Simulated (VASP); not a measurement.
Crystal: HfGa2Te3.

```
Hf Ga Te
1.0
     6.74282    0.00000    0.00000
    -3.37141    5.83946    0.00000
     0.00000    0.00000    3.90699
Hf Ga Te
1 2 3
Direct
  0.00000 0.00000 0.50000
  0.66667 0.33333 0.50000
  0.33333 0.66667 0.50000
  0.00000 0.50000 0.00000
  0.50000 0.50000 0.00000
  0.50000 0.00000 0.00000
```

The cell was generated, and may not be a known phase.

```yaml
Program: VASP 6.6.1
Task: relaxation of cell and atoms
Functional: PBE
Potentials_or_basis: VASP PAW PBE potentials, release 64 (Hf_pv, Ga_d, Te)
Cutoff: 600 eV
k_mesh: 3 × 3 × 4
Occupations: gaussian, width 0.1 eV
Spin: no spin polarisation
```

At the start: pressure 4.9 GPa; volume 25.64 Å³/atom.

How do energy, volume and symmetry change on relaxing?

Over 7 steps the energy falls by 38.7 meV/atom and the volume is 27.48 Å³/atom (+7.2 %); space group P6/mmm (No. 191, to 0.1 Å) before and after.

Step by step:
```tsv
step	energy change (eV)	largest force (eV/Å)	pressure (GPa)	volume (Å³)
1	0.0000	0.0000	4.94	153.84
2	-0.1984	0.0000	-1.11	172.07
3	-0.2144	0.0000	-0.06	167.62
4	-0.2144	0.0000	-0.15	167.91
5	-0.2163	0.0000	-0.16	167.61
6	-0.2228	0.0000	-0.17	166.71
7	-0.2321	0.0000	-0.07	164.86
```

Final structure:
```
Hf Ga Te
1.0
     6.74998    0.00000    0.00000
    -3.37499    5.84565    0.00000
     0.00000    0.00000    4.17817
Hf Ga Te
1 2 3
Direct
  0.00000 0.00000 0.50000
  0.66667 0.33333 0.50000
  0.33333 0.66667 0.50000
  0.00000 0.50000 0.00000
  0.50000 0.50000 0.00000
  0.50000 0.00000 0.00000
```

Caveat: the k points lie up to 0.38 Å⁻¹ apart in the final cell, too coarse for converged energies and pressures of a metal.
